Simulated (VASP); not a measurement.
# W4O in VASP: notebook

The runs below take W4O through single point, with PBE.

All numbers are computed with VASP 6.6.1; they aren't measurements. Logs are shortened: lines on timing, memory, paths and dates and some standing lists are left out, and cuts for length are marked.

### Step 1. The cell of the first run

The cell holds a slab with vacuum, 5 atoms: a = 3.184 Å, b = 3.184 Å, c = 20.143 Å, α = 90.00°, β = 90.00°, γ = 90.00°.

### Step 2. Single point, PBE

Input file INCAR:

```
  PREC = Accurate
  ENCUT = 520
  EDIFF = 1E-7
  ISMEAR = 0
  SIGMA = 0.1
  LREAL = F
  LASPH = T
  NELM = 100
  ALGO = Normal
  ISIF = 2
  LWAVE = F
  LCHARG = F
  LDIPOL = T
  IDIPOL = 3
  DIPOL = 0.5 0.5 0.354
  GGA = PE
  NBANDS = 39
```

Input file KPOINTS:

```
Automatic mesh
0
Gamma
  8 8 1
```

Input file POSCAR:

```
W4O
1.0
    3.1836991688      0.0000000000      0.0000000000
    0.0000000000      3.1836991688      0.0000000000
    0.0000000000      0.0000000000     20.1425775749
W O
4 1
Direct
    0.5000000000      0.5000000000      0.1985843165
    0.0000000000      0.0000000000      0.2776134069
    0.5000000000      0.5000000000      0.3599451800
    0.0000000000      0.0000000000      0.4290700901
    0.1250000000      0.2500000000      0.5041582133
```

Potentials or basis: VASP PAW PBE potentials, release 64 (W_sv, O).

Command:

```sh
cat potpaw_PBE.64/W_sv/POTCAR potpaw_PBE.64/O/POTCAR > POTCAR
mpirun -np 1 vasp_std > vasp.out
```

OUTCAR:

```text
PREC = Accurate
   ENCUT = 520
   EDIFF = 1E-7
   ISMEAR = 0
   LREAL = F
   LASPH = T
   NELM = 100
   ISIF = 2
   GGA = PE

 ion  position               nearest neighbor table
   1  0.500  0.500  0.199-   2 2.76   2 2.76   2 2.76   2 2.76   3 3.25
   2  0.000  0.000  0.278-   1 2.76   1 2.76   1 2.76   1 2.76   3 2.80   3 2.80   3 2.80   3 2.80
                             4 3.05
   3  0.500  0.500  0.360-   4 2.65   4 2.65   4 2.65   4 2.65   2 2.80   2 2.80   2 2.80   2 2.80
                             1 3.25
   4  0.000  0.000  0.429-   5 1.75   3 2.65   3 2.65   3 2.65   3 2.65   2 3.05
   5  0.125  0.250  0.504-   4 1.75

  LATTYP: Found a simple tetragonal cell.
 ALAT       =     3.1836991688
 C/A-ratio  =     6.3267841925

  Lattice vectors:

 A1 = (   3.1836991688,   0.0000000000,   0.0000000000)
 A2 = (   0.0000000000,   3.1836991688,   0.0000000000)
 A3 = (   0.0000000000,   0.0000000000,  20.1425775749)

Analysis of symmetry for initial positions (statically):
=====================================================================
 Subroutine PRICEL returns:
 Original cell was already a primitive cell.

 Routine SETGRP: Setting up the symmetry group for a
 simple tetragonal supercell.

 Subroutine GETGRP returns: Found  1 space group operations
 (whereof  1 operations were pure point group operations)
 out of a pool of 16 trial point group operations.

The static configuration has the point symmetry C_1 .

Analysis of symmetry for dynamics (positions and initial velocities):
=====================================================================
 Subroutine PRICEL returns:
 Original cell was already a primitive cell.

 Routine SETGRP: Setting up the symmetry group for a
 simple tetragonal supercell.

 Subroutine GETGRP returns: Found  1 space group operations
 (whereof  1 operations were pure point group operations)
 out of a pool of 16 trial point group operations.

The dynamic configuration has the point symmetry C_1 .

 Subroutine INISYM returns: Found  1 space group operations
 (whereof  1 operations are pure point group operations),
 and found     1 'primitive' translations

----------------------------------------------------------------------------------------

                                     Primitive cell

  volume of cell :     204.1640

  direct lattice vectors                    reciprocal lattice vectors
     3.183699169  0.000000000  0.000000000     0.314100029  0.000000000  0.000000000
     0.000000000  3.183699169  0.000000000     0.000000000  0.314100029  0.000000000
     0.000000000  0.000000000 20.142577575     0.000000000  0.000000000  0.049646079

  length of vectors
     3.183699169  3.183699169 20.142577575     0.314100029  0.314100029  0.049646079

  position of ions in fractional coordinates (direct lattice)
     0.500000000  0.500000000  0.198584317
     0.000000000  0.000000000  0.277613407
     0.500000000  0.500000000  0.359945180
     0.000000000  0.000000000  0.429070090
     0.125000000  0.250000000  0.504158213

  ion indices of the primitive-cell ions
   primitive index   ion index
                 1           1
                 2           2
                 3           3
                 4           4
                 5           5

----------------------------------------------------------------------------------------

 KPOINTS: Automatic mesh

Automatic generation of k-mesh.
 Grid dimensions read from file:
 generate k-points for:    8    8    1

 Generating k-lattice:

  Cartesian coordinates                     Fractional coordinates (reciprocal lattice)
     0.039262504  0.000000000  0.000000000     0.125000000  0.000000000  0.000000000
     0.000000000  0.039262504  0.000000000     0.000000000  0.125000000  0.000000000
     0.000000000  0.000000000  0.049646079     0.000000000  0.000000000  1.000000000

  Length of vectors
     0.039262504  0.039262504  0.049646079

  Shift w.r.t. Gamma in fractional coordinates (k-lattice)
     0.000000000  0.000000000  0.000000000

 Subroutine IBZKPT returns following result:
 ===========================================

 Found     34 irreducible k-points:

 Following reciprocal coordinates:
            Coordinates               Weight
  0.000000  0.000000  0.000000      1.000000
  0.125000  0.000000  0.000000      2.000000
  0.000000  0.125000  0.000000      2.000000
  0.250000  0.000000  0.000000      2.000000
  0.000000  0.250000  0.000000      2.000000
  0.375000  0.000000  0.000000      2.000000
[... 16 lines left out ...]
 -0.250000  0.250000  0.000000      2.000000
  0.375000  0.250000  0.000000      2.000000
 [... further k-points ...]
   k-points           NKPTS =     34   k-points in BZ     NKDIM =     34   number of bands    NBANDS=     39
   number of dos      NEDOS =    301   number of ions     NIONS =      5
   total plane-waves  NPLWV =  86400
   dimension x,y,z NGX =    24 NGY =   24 NGZ =  150
   dimension x,y,z NGXF=    48 NGYF=   48 NGZF=  300
   ions per type =               4   1
   NGX,Y,Z   is equivalent  to a cutoff of  12.53, 12.53, 12.38 a.u.
   NGXF,Y,Z  is equivalent  to a cutoff of  25.06, 25.06, 24.76 a.u.
 SYSTEM =  unknown system
   PREC   = accura    normal or accurate (medium, high low for compatibility)
   ISTART =      0    job   : 0-new  1-cont  2-samecut
   ICHARG =      2    charge: 1-file 2-atom 10-const
   ISPIN  =      1    spin polarized calculation?
   LNONCOLLINEAR =      F non collinear calculations
   LSORBIT =      F    spin-orbit coupling
   LASPH  =      T    aspherical Exc in radial PAW
   ENCUT  =  520.0 eV  38.22 Ry    6.18 a.u.   5.92  5.92 37.45*2*pi/ulx,y,z
   NELM   =    100;   NELMIN=  2; NELMDL= -5     # of ELM steps
   EDIFF  = 0.1E-06   stopping-criterion for ELM
   LREAL  =      F    real-space projection
   EDIFFG = 0.1E-05   stopping-criterion for IOM
   NSW    =      0    number of steps for IOM
   IBRION =     -1    ionic relax: 0-MD 1-quasi-New 2-CG
   NFREE  =      0    steps in history (QN), initial steepest desc. (CG)
   ISIF   =      2    stress and relaxation
   ISYM   =      2    0-nonsym 1-usesym 2-fastsym
   POTIM  = 0.5000    time-step for ionic-motion
   TEBEG  =    0.0;   TEEND  =   0.0 temperature during run
   PSTRESS=    0.0 pullay stress
   NELECT =      62.0000    total number of electrons
   NUPDOWN=      -1.0000    fix difference up-down
   EMIN   =  10.00;   EMAX   =-10.00  energy-range for DOS
   EFERMI =   0.00;   METHOD = LEGACY
   ISMEAR =     0;   SIGMA  =   0.10  broadening in eV -4-tet -1-fermi 0-gaus
   EFERMI_NEDOS =   21; number of points for ismear=-14 and -15
   IALGO  =     38    algorithm
   IMIX   =      4    mixing-type and parameters
     AMIX     =   0.40;   BMIX     =  1.00
     AMIX_MAG =   1.60;   BMIX_MAG =  1.00
  volume/ion in A,a.u.               =      40.83       275.55
  Fermi-wavevector in a.u.,A,eV,Ry     =   1.100388  2.079431 16.474654  1.210853
  Thomas-Fermi vector in A             =   2.236798
   LORBIT       =      0    0 simple, 1 ext, 2 COOP (PROOUT), +10 PAW based schemes
   GGA     = PE    functional components
   LHFCALC =     F    Hartree Fock is set to
   AEXX    =    0.0000 exact exchange contribution
   IVDW    =     0    specifies the selected vdW correction
   LEPSILON=     F    determine dielectric tensor
   LRPA    =     F    only Hartree local field effects (RPA)
 non-spin polarized calculation
 Gauss-broadening in eV      SIGMA  =   0.10
  energy-cutoff  :      520.00
  volume of cell :      204.16
 maximum number of plane-waves:      5576
   NGX = 11   NGY = 11   NGZ = 75

 dipolmoment           0.000000      0.000000     -0.025039 electrons x Angstroem

 number of electron      61.9999988 magnetization

 dipolmoment           0.000000      0.000000      0.186872 electrons x Angstroem

 Free energy of the ion-electron system (eV)
  ---------------------------------------------------
  ext. energy  EPLUGINS =         0.00000000
  ---------------------------------------------------
  free energy    TOTEN  =       -54.46700022 eV

  energy without entropy =      -54.43752466  energy(sigma->0) =      -54.45226244

 E-fermi :  -0.2097     XC(G=0):  -5.7420

 val. band max:       -0.2129837758   @ k =   0.3750   0.1250   0.0000
 cond. band min:      -0.2087333501   @ k =   0.0000   0.5000   0.0000
 fundamental gap:      0.0042504257
 Fermi energy:        -0.2097060973

 k-point     1 :       0.0000    0.0000    0.0000
  band No.  band energies     occupation
      1     -74.2209      2.00000
      2     -74.1008      2.00000
      3     -73.9957      2.00000
      4     -73.7594      2.00000
      5     -38.8702      2.00000
      6     -38.5527      2.00000
[... 31 lines left out ...]
     38       2.7096      0.00000
     39       3.0483      0.00000

 k-point     2 :       0.1250    0.0000    0.0000
  band No.  band energies     occupation
      1     -74.2169      2.00000
      2     -74.0954      2.00000
      3     -73.9981      2.00000
      4     -73.7618      2.00000
      5     -38.8889      2.00000
      6     -38.6065      2.00000
[... 31 lines left out ...]
     38       2.3217      0.00000
     39       2.6944      0.00000

 k-point     3 :       0.0000    0.1250    0.0000
  band No.  band energies     occupation
      1     -74.2169      2.00000
      2     -74.0954      2.00000
      3     -73.9981      2.00000
      4     -73.7618      2.00000
      5     -38.8968      2.00000
      6     -38.6133      2.00000
[... 832 lines left out ...]
 k-point    23 :      -0.2500    0.2500    0.0000
  band No.  band energies     occupation
      1     -74.1984      2.00000
      2     -74.0650      2.00000
      3     -74.0117      2.00000
      4     -73.7702      2.00000
      5     -38.9515      2.00000
      6     -38.7136      2.00000
[... 31 lines left out ...]
     38       2.7051      0.00000
     39       3.1584      0.00000

 k-point    24 :       0.3750    0.2500    0.0000
  band No.  band energies     occupation
      1     -74.1921      2.00000
      2     -74.0496      2.00000
      3     -74.0204      2.00000
      4     -73.7720      2.00000
      5     -38.9598      2.00000
      6     -38.7464      2.00000
[... 31 lines left out ...]
     38       3.0088      0.00000
     39       3.4519      0.00000

 [... further k-points ...]

------------------------ aborting loop because EDIFF is reached ----------------------------------------

 vacuum level on the upper side and lower side of the slab       (xc-potential included)         1.505        -1.792

  FORCE on cell =-STRESS in cart. coord.  units (eV):
  Direction    XX          YY          ZZ          XY          YZ          ZX
  --------------------------------------------------------------------------------------
  -------------------------------------------------------------------------------------
  Total       -2.0370602     -3.7619890      1.9727932      0.5117019      0.9393850      0.0717374
  in kB      -15.9858362    -29.5222199     15.4815003      4.0155825      7.3718263      0.5629593
  external PRESSURE =     -10.0088519 kB  Pullay stress =       0.0000000 kB

 VOLUME and BASIS-vectors are now :
 -----------------------------------------------------------------------------
  energy-cutoff  :      520.00
  volume of cell :      204.16
      direct lattice vectors                 reciprocal lattice vectors
     3.183699169  0.000000000  0.000000000     0.314100029  0.000000000  0.000000000
     0.000000000  3.183699169  0.000000000     0.000000000  0.314100029  0.000000000
     0.000000000  0.000000000 20.142577575     0.000000000  0.000000000  0.049646079

 POSITION                                       TOTAL-FORCE (eV/Angst)
 -----------------------------------------------------------------------------------
      1.59185      1.59185      4.00000         0.005733     -0.105297      2.011226
      0.00000      0.00000      5.59185         0.038067      0.183667     -2.231997
      1.59185      1.59185      7.25022        -0.260860     -0.678272     -2.780491
      0.00000      0.00000      8.64258         0.314971      0.555298      2.548121
      0.39796      0.79592     10.15505        -0.097911      0.044603      0.453141
 -----------------------------------------------------------------------------------
    total drift:                               -0.000057     -0.000085      0.000275

  FREE ENERGIE OF THE ION-ELECTRON SYSTEM (eV)
  ---------------------------------------------------
  free  energy   TOTEN  =       -54.4670002204 eV

  energy  without entropy=      -54.4375246578  energy(sigma->0) =      -54.45226244

 vacuum level on the upper side and lower side of the slab         7.208         3.823
```

It took 7.6 min on 1 thread of Intel Xeon Platinum 8124M at 3.00GHz (Skylake/Cascade Lake), shared host; peak memory 0.4 GiB.

What came out:

- Free energy: -54.4670 eV
- Largest force: 2.874 eV/Å
- Band gap on the k mesh: zero (bands 31 and 32 overlap by 2.08 eV)

Forces on the atoms (eV/Å):
```
W    0.006 -0.105  2.011
W    0.038  0.184 -2.232
W   -0.261 -0.678 -2.780
W    0.315  0.555  2.548
O   -0.098  0.045  0.453
```

Levels at points of the mesh, in eV from the Fermi level:
| k point | band 29 | band 30 | band 31 | band 32 | band 33 | band 34 |
| --- | --- | --- | --- | --- | --- | --- |
| (0.00, 0.00, 0.00) | -0.62 | -0.37 | -0.21 | 0.14 | 0.21 | 0.80 |
| (0.50, 0.00, 0.00) | -0.77 | -0.31 | 0.09 | 0.57 | 0.79 | 1.12 |
| (0.00, 0.50, 0.00) | -0.70 | -0.25 | 0.00 | 0.51 | 0.81 | 1.17 |
| (0.50, 0.50, 0.00) | -0.76 | -0.40 | 1.98 | 2.08 | 2.13 | 2.71 |

Caveat: spin-orbit coupling is left out, which moves the levels of the heavy elements.

### Step 3. Single point, PBE

Input file INCAR:

```
SYSTEM = W4O
PREC = Accurate ; ENCUT = 520
EDIFF = 1E-6 ; ISMEAR = 0
SIGMA = 0.1 ; LREAL = .FALSE.
LASPH = .TRUE. ; NELM = 60
ALGO = Normal ; ISIF = 2
LWAVE = .FALSE. ; LCHARG = .FALSE.
LDIPOL = .TRUE. ; IDIPOL = 3
DIPOL = 0.5 0.5 0.350 ; GGA = PE
NBANDS = 39
```

Input file KPOINTS:

```
regular mesh
0
G
  8 8 1
  0 0 0
```

Edit POSCAR of step 2 so:

```diff
@@ -12,2 +12,2 @@
     0.0000000000      0.0000000000      0.4290700901
-    0.1250000000      0.2500000000      0.5041582133
+    0.2500000000      0.3750000000      0.4872787833
```

Potentials or basis: VASP PAW PBE potentials, release 64 (W_sv, O).

Command:

```sh
cat potpaw_PBE.64/W_sv/POTCAR potpaw_PBE.64/O/POTCAR > POTCAR
mpirun -np 1 vasp_std > vasp.out
```

OUTCAR:

```text
SYSTEM = W4O
   PREC = Accurate
   ENCUT = 520
   EDIFF = 1E-6
   ISMEAR = 0
   LREAL = .FALSE.
   LASPH = .TRUE.
   NELM = 60
   ISIF = 2
   GGA = PE

 ion  position               nearest neighbor table
   1  0.500  0.500  0.199-   2 2.76   2 2.76   2 2.76   2 2.76   3 3.25
   2  0.000  0.000  0.278-   1 2.76   1 2.76   1 2.76   1 2.76   3 2.80   3 2.80   3 2.80   3 2.80
                             4 3.05
   3  0.500  0.500  0.360-   4 2.65   4 2.65   4 2.65   4 2.65   5 2.71   2 2.80   2 2.80   2 2.80
                             2 2.80   1 3.25
   4  0.000  0.000  0.429-   5 1.85   5 2.44   3 2.65   3 2.65   3 2.65   3 2.65   2 3.05
[... 1221 lines left out ...]
  Total       -2.2506578     -5.3725215     -0.4699747      2.0974036      1.1837171      0.5337226
  in kB      -17.6620440    -42.1608786     -3.6881280     16.4593807      9.2892239      4.1883900
  external PRESSURE =     -21.1703502 kB  Pullay stress =       0.0000000 kB

 VOLUME and BASIS-vectors are now :
 -----------------------------------------------------------------------------
  energy-cutoff  :      520.00
  volume of cell :      204.16
      direct lattice vectors                 reciprocal lattice vectors
     3.183699169  0.000000000  0.000000000     0.314100029  0.000000000  0.000000000
     0.000000000  3.183699169  0.000000000     0.000000000  0.314100029  0.000000000
     0.000000000  0.000000000 20.142577575     0.000000000  0.000000000  0.049646079

 POSITION                                       TOTAL-FORCE (eV/Angst)
 -----------------------------------------------------------------------------------
      1.59185      1.59185      4.00000        -0.109621     -0.104483      2.043769
      0.00000      0.00000      5.59185         0.187989      0.138302     -1.899108
      1.59185      1.59185      7.25022        -0.679378     -0.543423     -2.199868
      0.00000      0.00000      8.64258         0.896707      0.198575      1.862233
      0.79592      1.19389      9.81505        -0.295697      0.311029      0.192974
 -----------------------------------------------------------------------------------
    total drift:                               -0.000051     -0.000037      0.000282

  FREE ENERGIE OF THE ION-ELECTRON SYSTEM (eV)
  ---------------------------------------------------
  free  energy   TOTEN  =       -54.3734797023 eV

  energy  without entropy=      -54.3368222800  energy(sigma->0) =      -54.35515099

 vacuum level on the upper side and lower side of the slab         6.380         4.343
```

It took 6.7 min on 1 thread of Intel Xeon Platinum 8124M at 3.00GHz (Skylake/Cascade Lake), shared host; peak memory 0.4 GiB.

Results:

```
Free energy            : -54.3735 eV
Largest force          : 2.366 eV/Å
Band gap on the k mesh : zero (bands 31 and 32 overlap by 1.98 eV)
```

Forces on the atoms (eV/Å):
```
W   -0.110 -0.104  2.044
W    0.188  0.138 -1.899
W   -0.679 -0.543 -2.200
W    0.897  0.199  1.862
O   -0.296  0.311  0.193
```

Levels at points of the mesh, in eV from the Fermi level:
```csv
k point,band 28,band 29,band 30,band 31,band 32,band 33,band 34,band 35
"(0.00, 0.00, 0.00)",-0.82,-0.65,-0.35,-0.25,-0.02,0.02,0.70,1.07
"(0.50, 0.00, 0.00)",-1.33,-0.82,-0.35,-0.20,0.50,0.82,1.15,2.01
"(0.00, 0.50, 0.00)",-1.84,-0.79,-0.56,-0.26,0.37,0.94,1.24,2.00
"(0.50, 0.50, 0.00)",-1.16,-0.98,-0.45,1.91,2.01,2.07,2.12,2.57
```

Caveat: spin-orbit coupling is left out, which moves the levels of the heavy elements.
